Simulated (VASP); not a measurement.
Write the native input for VASP 6.6.1 that does the following.

```yaml
Task: single point
Functional: r2SCAN
Potentials_or_basis: VASP PAW PBE potentials, release 64 (Mg, Te, Zn)
Cutoff: 520 eV
k_mesh: 6 × 6 × 4
Occupations: gaussian, width 0.01 eV
Spin: no spin polarisation
Dipole_correction: no
Further_INCAR_settings: ALGO = Normal; EDIFF = 1e-06; NBANDS = 21
```

MgZnTe2:

```
Mg Te Zn
1.0
     4.43271    0.00000    0.00000
     0.00000    4.43271    0.00000
     0.00000    0.00000    6.34199
Mg Te Zn
1 2 1
Direct
  0.00000 0.00000 0.00000
  0.00000 0.50000 0.26494
  0.50000 0.00000 0.73506
  0.50000 0.50000 0.50000
```

These files were run (other wordings do the same):

POSCAR

```
MgZnTe2
1.0
    4.4327149066      0.0000000000      0.0000000000
    0.0000000000      4.4327149066      0.0000000000
    0.0000000000      0.0000000000      6.3419944418
Mg Te Zn
1 2 1
Direct
    0.0000000000      0.0000000000      0.0000000000
    0.0000000000      0.5000000000      0.2649431998
    0.5000000000      0.0000000000      0.7350568002
    0.5000000000      0.5000000000      0.5000000000
```

INCAR.step1

```
PREC = Accurate
ENCUT = 520
ISMEAR = 0
SIGMA = 0.01
LREAL = False
LASPH = True
NELM = 80
NBANDS = 21
GGA = PE
ALGO = Normal
EDIFF = 1E-4
LWAVE = True
LCHARG = False
```

INCAR.step2

```
PREC = Accurate
ENCUT = 520
EDIFF = 1E-6
ISMEAR = 0
SIGMA = 0.01
LREAL = False
LASPH = True
NELM = 80
ALGO = Normal
ISIF = 2
LWAVE = False
LCHARG = False
METAGGA = R2SCAN
LMIXTAU = True
NBANDS = 21
ISTART = 1
```

KPOINTS

```
regular mesh
0
Gamma
  6 6 4
```

Potentials or basis: VASP PAW PBE potentials, release 64 (Mg, Te, Zn).

Run with:

```bash
$ cat potpaw_PBE.64/Mg/POTCAR potpaw_PBE.64/Te/POTCAR potpaw_PBE.64/Zn/POTCAR > POTCAR
$ cp INCAR.step1 INCAR
$ mpirun -np 1 vasp_std > vasp.out
$ cp INCAR.step2 INCAR
$ mpirun -np 1 vasp_std > vasp.out
```

It gave:

```
Pressure               : 0.0 GPa
Largest force          : 0.023 eV/Å
Band gap on the k mesh : 2.10 eV, direct
```

Caveat: the PAW data sets were made with another functional, which shifts forces and pressure a little; spin-orbit coupling is left out, which moves the levels of the heavy elements.

Run time: 3.4 min on 1 thread of Intel(R) Xeon(R) Platinum 8375C CPU @ 2.90GHz (Ice Lake), with other jobs on the host, peak memory 0.31 GiB.
